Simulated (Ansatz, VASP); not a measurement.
**NaF: VASP beside Ansatz**

```
Na F
1.0
     0.00000    2.35598    2.27608
     2.35598    0.00000    2.27608
     2.35598    2.35598    0.00000
Na F
1 1
Direct
  0.00000 0.00000 0.00000
  0.50000 0.50000 0.50000
```

Change from the starting cell: epitaxial_xy strain +2.6%.

Alike in both runs: task single point; functional PBE; k mesh 10 × 10 × 10; occupations fermi-dirac, width 0.02 eV; no spin polarisation.

```csv
,VASP,Ansatz
version,VASP 6.6.1,Ansatz 0.2.0
potentials or method,"VASP PAW PBE potentials, release 64 (Na_pv, F)","plane waves, PAW"
plane-wave cutoff (eV),520,420
valence electrons in the cell,14,16
```

|  | VASP | Ansatz | Ansatz less VASP |
| --- | --- | --- | --- |
| gap on the k mesh at the Fermi level (eV) | 6.21 | 6.23 | +0.016 |
| pressure (GPa) | 1.3 | 1.5 | +0.13 |
| traceless stress, the component that is largest in VASP (GPa) | 2.02 | 1.95 | -0.065 |

VASP's potentials hold 14 valence electrons a cell and Ansatz's 16, so a difference there can come from the potentials and not from the codes.
